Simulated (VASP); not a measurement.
The system is Si.

```
Si
1.0
    -2.25100    2.36850    1.27500
     2.25100   -2.36850    1.27500
     2.25100    2.36850   -1.27500
Si
2
Direct
  0.30700 0.05700 0.25000
  0.69300 0.94300 0.75000
```

Base run:

```yaml
Program: VASP 6.6.1
Functional: revPBE
Potentials_or_basis: VASP PAW PBE potentials, release 64 (Si)
Cutoff: 500 eV
k_mesh: 13 × 13 × 13
Occupations: methfessel-paxton, width 0.05 eV
Spin: no spin polarisation
```

Its results: band gap on the k mesh zero (bands 4 and 5 overlap by 7.13 eV); pressure 16.8 GPa.

Q: The run is repeated on the same cell with these changes: functional from revPBE to LDA; potentials or basis from VASP PAW PBE potentials, release 64 (Si) to VASP PAW LDA potentials, release 64 (Si). What comes out?

A: Band gap on the k mesh zero (bands 4 and 5 overlap by 7.07 eV); pressure 11.0 GPa.

Caveats: the cell stands under pressure; the PAW data sets were made with another functional, which shifts forces and pressure a little (at least some runs).
